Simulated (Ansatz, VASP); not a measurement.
# WS2: VASP beside Ansatz

```
CELL_PARAMETERS angstrom
3.34900 0.00000 0.00000
-1.67450 2.90032 0.00000
0.00000 0.00000 32.29109
ATOMIC_POSITIONS crystal
S 0.33333 0.66667 0.45501
S 0.33333 0.66667 0.54500
W 0.66667 0.33333 0.50001
```

Alike in both runs: task single point; functional PBE; dispersion D3(BJ); k mesh 12 × 12 × 1; occupations gaussian, width 0.02 eV; no spin polarisation.

|  | VASP | Ansatz |
| --- | --- | --- |
| version | VASP 6.6.1 | Ansatz 0.2.0 |
| potentials or method | VASP PAW PBE potentials, release 64 (S, W_sv), cutoff 520 eV | scalar-relativistic, plane waves, PAW |
| valence electrons in the cell | 26 | 26 |

VASP gave:

```
gap on the k mesh at the Fermi level (eV) : 0.27
least direct gap on the mesh (eV)         : 1.17
rms of the force components (eV/Å)        : 0.591
```

Task: Which values does Ansatz return?

Result: gap on the k mesh at the Fermi level (eV): 0.25; least direct gap on the mesh (eV): 1.17; rms of the force components (eV/Å): 0.591.

Neither program's run includes spin-orbit coupling.
